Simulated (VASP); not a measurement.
Set up this calculation in VASP 6.6.1, as the native input.

```
Task                   : single point
Functional             : r2SCAN
Potentials or basis    : VASP PAW PBE potentials, release 64 (Zn, S)
Cutoff                 : 520 eV
k mesh                 : 6 × 6 × 4
Occupations            : gaussian, width 0.05 eV
Spin                   : no spin polarisation
Dipole correction      : no
Further INCAR settings : ALGO = Normal; EDIFF = 1e-07; NBANDS = 26
```

ZnS:

```xyz
4
Lattice="3.6586 0.0000 0.0000 -1.8293 3.3004 0.0000 0.0000 0.0000 6.2340" Properties=species:S:1:pos:R:3 pbc="T T T"
Zn    0.0000    2.2003    0.0000
Zn    1.8293    1.1001    3.1170
S     0.0000    2.2003    2.4001
S     1.8293    1.1001    5.5171
```

This cell differs from its parent crystal: strain -0.0400 x Voigt [1, 0, 0, 0, 0, 0].

These files were run (other wordings do the same):

POSCAR

```
ZnS
1.0
    3.6585588303      0.0000000000      0.0000000000
   -1.8292794152      3.3004217586      0.0000000000
    0.0000000000      0.0000000000      6.2340000000
Zn S
2 2
Direct
    0.3333333333      0.6666666667      0.0000000000
    0.6666666667      0.3333333333      0.5000000000
    0.3333333333      0.6666666667      0.3850000000
    0.6666666667      0.3333333333      0.8850000000
```

INCAR.step1

```
PREC = Accurate
ENCUT = 520
ISMEAR = 0
SIGMA = 0.05
LREAL = False
LASPH = True
NELM = 60
NBANDS = 26
GGA = PE
ALGO = Normal
EDIFF = 1E-4
LWAVE = True
LCHARG = False
```

INCAR.step2

```
PREC = Accurate
ENCUT = 520
EDIFF = 1E-7
ISMEAR = 0
SIGMA = 0.05
LREAL = False
LASPH = True
NELM = 60
ALGO = Normal
ISIF = 2
LWAVE = False
LCHARG = False
METAGGA = R2SCAN
LMIXTAU = True
NBANDS = 26
ISTART = 1
```

KPOINTS

```
regular mesh
0
Gamma
  6 6 4
```

Potentials or basis: VASP PAW PBE potentials, release 64 (Zn, S).

Command:

```sh
$ cat potpaw_PBE.64/Zn/POTCAR potpaw_PBE.64/S/POTCAR > POTCAR
$ cp INCAR.step1 INCAR
$ mpirun -np 1 vasp_std > vasp.out
$ cp INCAR.step2 INCAR
$ mpirun -np 1 vasp_std > vasp.out
```

It gave:

| Property | Result |
| --- | --- |
| Pressure | 4.1 GPa |
| Largest force | 0.617 eV/Å |
| Band gap on the k mesh | 2.87 eV, direct |

Caveat: the cell differs from its parent crystal (strain -0.0400 x Voigt [1, 0, 0, 0, 0, 0]); the PAW data sets were made with another functional, which shifts forces and pressure a little.

Wall time 3.9 min on 1 thread of Intel(R) Xeon(R) Platinum 8259CL CPU @ 2.50GHz (Skylake/Cascade Lake), with other jobs on the host, peak memory 0.23 GiB.
